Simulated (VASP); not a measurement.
Set up this calculation in VASP 6.6.1, as the native input.

* Task: single point
* Functional: PBEsol
* Potentials or basis: VASP PAW PBE potentials, release 64 (Lu, H)
* Cutoff: 520 eV
* k mesh: 14 × 14 × 14
* Occupations: gaussian, width 0.1 eV
* Spin: no spin polarisation
* Dipole correction: no
* Further INCAR settings: ALGO = Normal; EDIFF = 1e-06; NBANDS = 20

The structure of LuH2 (base) lies in POSCAR:

```
LuH2
1.0
    0.0000000000      2.4790705030      2.4790705030
    2.4790705030      0.0000000000      2.4790705030
    2.4790705030      2.4790705030      0.0000000000
Lu H
1 2
Direct
    0.0000000000      0.0000000000      0.0000000000
    0.2500000000      0.2500000000      0.2500000000
    0.7500000000      0.7500000000      0.7500000000
```

These files were run (other wordings do the same):

INCAR

```
PREC = Accurate ; ENCUT = 520
EDIFF = 1E-6 ; ISMEAR = 0
SIGMA = 0.1 ; LREAL = F
LASPH = T ; NELM = 100
ALGO = Normal ; ISIF = 2
LWAVE = F ; LCHARG = T
GGA = PS ; LELF = T
LVHAR = T ; NBANDS = 20
```

KPOINTS

```
Automatic mesh
0
Gamma
  14 14 14
```

Potentials or basis: VASP PAW PBE potentials, release 64 (Lu, H).

Run with:

```console
$ cat potpaw_PBE.64/Lu/POTCAR potpaw_PBE.64/H/POTCAR > POTCAR
$ mpirun -np 1 vasp_std > vasp.out
```

It gave:

```
Pressure : 0.4 GPa
```

Caveat: the PAW data sets were made with another functional, which shifts forces and pressure a little.

It took 53 s on 1 thread of Intel(R) Xeon(R) Platinum 8488C (Sapphire Rapids), on a shared host, peak memory 0.21 GiB.
